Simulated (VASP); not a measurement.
A run of VASP 6.6.1 is set up as follows.

File INCAR:

```
SYSTEM = Be3S5
ALGO = Normal ; EDIFF = 1E-6
ENCUT = 520 ; GGA = PE
ISIF = 2 ; ISMEAR = 0
LASPH = .True. ; LCHARG = .False.
LREAL = .False. ; LWAVE = .False.
NBANDS = 28 ; NELM = 100
PREC = Accurate ; SIGMA = 0.02
```

File KPOINTS:

```
k-points
0
Gamma
  8 8 4
  0 0 0
```

Contents of POSCAR:

```
Be3S5
1.0
    3.5371655616      0.0042781240     -0.0006976258
    0.0972417275      3.5477274232      0.0056256527
    1.7669314335      1.5158586047     10.6614982714
Be S
3 5
Direct
    0.3494006055      0.3061802026      0.3846404771
    0.7099947236      0.7228435832      0.6142658175
    0.9438789961      0.0646973133      0.9999670062
    0.8173648719      0.5117368142      0.1034640629
    0.8951646241      0.2507417688      0.2832248310
    0.2686102046      0.7534474873      0.4991891984
    0.5081132192      0.9703734303      0.9001438953
    0.7574727547      0.1699794004      0.7151047116
```

Potentials or basis: VASP PAW PBE potentials, release 64 (Be, S).

The run is started by

```console
$ cat potpaw_PBE.64/Be/POTCAR potpaw_PBE.64/S/POTCAR > POTCAR
$ mpirun -np 1 vasp_std > vasp.out
```

Problem. Estimate the pressure.

Solution. -0.2 GPa.

Problem. Predict the band gap on the k mesh.

Solution. 1.18 eV (least direct gap 1.73 eV).

Problem. What does it give for the largest force?

Solution. 0.103 eV/Å.

Stress tensor (GPa, compression positive):
```
-0.04  0.01  0.01
 0.01 -0.03  0.11
 0.01  0.11 -0.39
```

A k mesh can miss the band edges.
